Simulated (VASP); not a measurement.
# Ta2Si2O in VASP: notebook, part 2 of 2

VASP 6.6.1. Earlier steps stand in the parts before.

## 5. Single point, PBE

This run uses another cell than the first one, of 63.26 Å³/atom, 0.548 times its volume.

Contents of INCAR:

```
SYSTEM = Ta2Si2O
PREC = Accurate
ENCUT = 520
EDIFF = 1E-6
ISMEAR = 0
SIGMA = 0.1
LREAL = .FALSE.
LASPH = .TRUE.
NELM = 60
ALGO = Normal
ISIF = 2
LWAVE = .FALSE.
LCHARG = .FALSE.
LDIPOL = .TRUE.
IDIPOL = 3
DIPOL = 0.5 0.5 0.500
GGA = PE
NBANDS = 26
```

Contents of KPOINTS:

```
Automatic mesh
0
G
  4 4 1
  0 0 0
```

Contents of POSCAR:

```
Ta2Si2O
1.0
    4.0802669100      0.0000000000      0.0000000000
    0.0000000000      4.0802669100      0.0000000000
    0.0000000000      0.0000000000     19.0000000000
Ta Si O
2 2 1
Direct
    0.0000000000      0.5000000000      0.5000000000
    0.5000000000      0.0000000000      0.5000000000
    0.0000000000      0.0000000000      0.6124868900
    0.0000000000      0.0000000000      0.3875131100
    0.5000000000      0.5000000000      0.5000000000
```

Potentials or basis: VASP PAW PBE potentials, release 64 (Ta_pv, Si, O).

Command:

```sh
$ cat potpaw_PBE.64/Ta_pv/POTCAR potpaw_PBE.64/Si/POTCAR potpaw_PBE.64/O/POTCAR > POTCAR
$ mpirun -np 1 vasp_std > vasp.out
```

OUTCAR:

```text
SYSTEM = Ta2Si2O
   PREC = Accurate
   ENCUT = 520
   EDIFF = 1E-6
   ISMEAR = 0
   LREAL = .FALSE.
   LASPH = .TRUE.
   NELM = 60
   ISIF = 2
   GGA = PE

 ion  position               nearest neighbor table
   1  0.000  0.500  0.500-   5 2.04   5 2.04   2 2.89   2 2.89   2 2.89   2 2.89   4 2.95   3 2.95
                             4 2.95   3 2.95
   2  0.500  0.000  0.500-   5 2.04   5 2.04   1 2.89   1 2.89   1 2.89   1 2.89   4 2.95   3 2.95
                             4 2.95   3 2.95
   3  0.000  0.000  0.612-   1 2.95   2 2.95   1 2.95   2 2.95
   4  0.000  0.000  0.388-   1 2.95   2 2.95   1 2.95   2 2.95
   5  0.500  0.500  0.500-   1 2.04   2 2.04   2 2.04   1 2.04

  LATTYP: Found a simple tetragonal cell.
 ALAT       =     4.0802669100
 C/A-ratio  =     4.6565581172

  Lattice vectors:

 A1 = (   4.0802669100,   0.0000000000,   0.0000000000)
 A2 = (   0.0000000000,   4.0802669100,   0.0000000000)
 A3 = (   0.0000000000,   0.0000000000,  19.0000000000)

Analysis of symmetry for initial positions (statically):
=====================================================================
 Subroutine PRICEL returns:
 Original cell was already a primitive cell.

 Routine SETGRP: Setting up the symmetry group for a
 simple tetragonal supercell.

 Subroutine GETGRP returns: Found 16 space group operations
 (whereof 16 operations were pure point group operations)
 out of a pool of 16 trial point group operations.

The static configuration has the point symmetry D_4h.

Analysis of symmetry for dynamics (positions and initial velocities):
=====================================================================
 Subroutine PRICEL returns:
 Original cell was already a primitive cell.

 Routine SETGRP: Setting up the symmetry group for a
 simple tetragonal supercell.

 Subroutine GETGRP returns: Found 16 space group operations
[... 115 lines left out ...]
   GGA     = PE    functional components
   LHFCALC =     F    Hartree Fock is set to
   AEXX    =    0.0000 exact exchange contribution
   IVDW    =     0    specifies the selected vdW correction
   LEPSILON=     F    determine dielectric tensor
   LRPA    =     F    only Hartree local field effects (RPA)
 non-spin polarized calculation
 Gauss-broadening in eV      SIGMA  =   0.10
  energy-cutoff  :      520.00
  volume of cell :      316.32
 maximum number of plane-waves:      8543
   NGX = 15   NGY = 15   NGZ = 71

 dipolmoment           0.000000      0.000000     -0.000000 electrons x Angstroem

 number of electron      35.9999999 magnetization

 dipolmoment           0.000000      0.000000      0.000000 electrons x Angstroem

 Free energy of the ion-electron system (eV)
  ---------------------------------------------------
  ext. energy  EPLUGINS =         0.00000000
  ---------------------------------------------------
  free energy    TOTEN  =       -39.21557393 eV

  energy without entropy =      -39.19391551  energy(sigma->0) =      -39.20474472

 E-fermi :  -1.8263     XC(G=0):  -3.9834

 val. band max:       -1.8783301472   @ k =   0.5000   0.2500   0.0000
 cond. band min:      -1.7039528466   @ k =   0.5000   0.2500   0.0000
 fundamental gap:      0.1743773006
 Fermi energy:        -1.8262856193

 k-point     1 :       0.0000    0.0000    0.0000
  band No.  band energies     occupation
      1     -37.4133      2.00000
      2     -37.4133      2.00000
      3     -37.0241      2.00000
      4     -36.8595      2.00000
      5     -36.4493      2.00000
      6     -36.4493      2.00000
[... 163 lines left out ...]
     25       1.9641      0.00000
     26       1.9641      0.00000

------------------------ aborting loop because EDIFF is reached ----------------------------------------

 vacuum level on the upper side and lower side of the slab       (xc-potential included)        -0.097        -0.097

  FORCE on cell =-STRESS in cart. coord.  units (eV):
  Direction    XX          YY          ZZ          XY          YZ          ZX
  --------------------------------------------------------------------------------------
  -------------------------------------------------------------------------------------
  Total       -0.6963692     -0.6963692    -10.9382663      0.0000000      0.0000000      0.0000000
  in kB       -3.5271132     -3.5271132    -55.4023681      0.0000000      0.0000000      0.0000000
  external PRESSURE =     -20.8188649 kB  Pullay stress =       0.0000000 kB

 VOLUME and BASIS-vectors are now :
 -----------------------------------------------------------------------------
  energy-cutoff  :      520.00
  volume of cell :      316.32
      direct lattice vectors                 reciprocal lattice vectors
     4.080266910  0.000000000  0.000000000     0.245082006  0.000000000  0.000000000
     0.000000000  4.080266910  0.000000000     0.000000000  0.245082006  0.000000000
     0.000000000  0.000000000 19.000000000     0.000000000  0.000000000  0.052631579

 POSITION                                       TOTAL-FORCE (eV/Angst)
 -----------------------------------------------------------------------------------
      0.00000      2.04013      9.50000         0.000000      0.000000     -0.000000
      2.04013      0.00000      9.50000         0.000000      0.000000     -0.000000
      0.00000      0.00000     11.63725         0.000000      0.000000     -2.549762
      0.00000      0.00000      7.36275         0.000000      0.000000      2.549762
      2.04013      2.04013      9.50000         0.000000      0.000000     -0.000000
 -----------------------------------------------------------------------------------
    total drift:                                0.000000      0.000000      0.000000

  FREE ENERGIE OF THE ION-ELECTRON SYSTEM (eV)
  ---------------------------------------------------
  free  energy   TOTEN  =       -39.2155739311 eV

  energy  without entropy=      -39.1939155136  energy(sigma->0) =      -39.20474472

 vacuum level on the upper side and lower side of the slab         2.830         2.830
```

OSZICAR:

```text
N       E                     dE             d eps       ncg     rms          rms(c)
DAV:   1     0.233004623919E+03    0.23300E+03   -0.16881E+04   376   0.108E+03
DAV:   2    -0.171698091437E+02   -0.25017E+03   -0.24215E+03   400   0.244E+02
DAV:   3    -0.418838751780E+02   -0.24714E+02   -0.24355E+02   430   0.713E+01
[... 15 lines left out ...]
DAV:  19    -0.392155510237E+02   -0.64149E-04   -0.56610E-06   310   0.430E-03    0.105E-03
DAV:  20    -0.392155647063E+02   -0.13683E-04   -0.86904E-07   292   0.251E-03    0.587E-04
DAV:  21    -0.392155721772E+02   -0.74709E-05   -0.52016E-07   262   0.150E-03    0.180E-04
DAV:  22    -0.392155736613E+02   -0.14841E-05   -0.14063E-07   238   0.688E-04    0.109E-04
DAV:  23    -0.392155739311E+02   -0.26977E-06   -0.22287E-08   196   0.352E-04
   1 F= -.39215574E+02 E0= -.39204745E+02  d E =-.216584E-01
```

stdout:

```text
POSCAR found type information on POSCAR TaSiO
 POSCAR found :  3 types and       5 ions
 scaLAPACK will be used
 LDA part: xc-table for (Slater+PW92), standard interpolation
 POSCAR, INCAR and KPOINTS ok, starting setup
 FFT: planning ... GRIDC
 FFT: planning ... GRID_SOFT
 FFT: planning ... GRID
 WAVECAR not read
 entering main loop
```

It took 2.4 min on 1 thread of Intel Xeon 8259CL, shared host; peak memory 0.38 GiB.

What came out:

```
Free energy            : -39.2156 eV
Largest force          : 2.550 eV/Å
Band gap on the k mesh : zero (band 18 reaches -1.64 eV, above the bottom of band 19 at -2.22 eV)
```

Forces on the atoms (eV/Å):
```
Ta   0.000  0.000  0.000
Ta   0.000  0.000  0.000
Si   0.000  0.000 -2.550
Si   0.000  0.000  2.550
O    0.000  0.000  0.000
```

Caveat: the k points lie up to 0.38 Å⁻¹ apart; spin-orbit coupling is left out, which moves the levels of the heavy elements.

## 6. Overview

| spin | cell | k mesh | gap on the mesh (eV) | largest force (eV/Å) |
| --- | --- | --- | --- | --- |
| off | a = 4.226, b = 4.226, c = 32.349 Å, 5 atoms | 10 × 10 × 1 | none | 0.02 |
| off | a = 4.160, b = 4.160, c = 32.349 Å, 5 atoms | 10 × 10 × 1 | none | 0.23 |
| collinear, ferromagnetic start | a = 4.160, b = 4.160, c = 32.349 Å, 5 atoms | 4 × 4 × 1 | none | - |
| off | a = 4.080, b = 4.080, c = 19.000 Å, 5 atoms | 4 × 4 × 1 | none | 2.55 |

Alike in all rows: task single point; level PBE; potentials or basis VASP PAW PBE potentials, release 64 (Ta_pv, Si, O); cutoff (eV) 520; smearing gaussian 0.1 eV.

Caveats: some runs use coarse meshes; spin-orbit coupling is left out, which moves the levels of the heavy elements.

Total energies depend on the potentials used, so only differences within one code and one set of settings carry meaning.
